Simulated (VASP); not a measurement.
Set up this calculation in VASP 6.6.1, as the native input.

```
Task                      : relaxation of the atoms
Functional                : PBE
Potentials or basis       : VASP PAW PBE potentials, release 64 (Al, N)
Cutoff                    : 520 eV
k mesh                    : 9 × 9 × 1
Occupations               : gaussian, width 0.1 eV
Spin                      : no spin polarisation
Dipole correction         : yes
Atoms held fixed (from 0) : [0, 1, 2, 3]
Further INCAR settings    : ALGO = Normal; EDIFF = 1e-06; IBRION = 2; EDIFFG = -0.025; NSW = 36
```

The structure of Al3N lies in POSCAR:

```
Al3N
1.0
    2.8567582919      0.0000000000      0.0000000000
   -1.4283791460      2.4740252533      0.0000000000
    0.0000000000      0.0000000000     20.1013781961
Al N
3 1
Selective dynamics
Direct
    0.6666666667      0.3333333333      0.1989913309  F F F
    0.3333333333      0.6666666667      0.3134471576  F F F
    0.0000000000      0.0000000000      0.4278999237  F F F
    0.0000000000      0.1666666667      0.5173463672  F F T
```

One way to write it, as run:

INCAR

```
SYSTEM = Al3N
ALGO = Normal ; DIPOL = 0.5 0.5 0.364
EDIFF = 1E-6 ; EDIFFG = -0.025
ENCUT = 520 ; GGA = PE
IBRION = 2 ; IDIPOL = 3
ISIF = 2 ; ISMEAR = 0
LASPH = .True. ; LCHARG = .False.
LDIPOL = .True. ; LREAL = .False.
LWAVE = .False. ; NELM = 80
NSW = 36 ; PREC = Accurate
SIGMA = 0.1
```

KPOINTS

```
k-points
0
Gamma
  9 9 1
  0 0 0
```

Potentials or basis: VASP PAW PBE potentials, release 64 (Al, N).

Run with:

```bash
$ cat potpaw_PBE.64/Al/POTCAR potpaw_PBE.64/N/POTCAR > POTCAR
$ mpirun -np 1 vasp_std > vasp.out
```

It gave:

The energy gained by relaxing is 3.6 meV/atom. The ionic steps are 3 and the band gap on the k mesh is zero (bands 7 and 8 overlap by 1.94 eV).

Wall time 2.9 min on 1 thread of AMD EPYC 7R13 Processor (Zen 3), with other jobs on the host, peak memory 0.28 GiB.
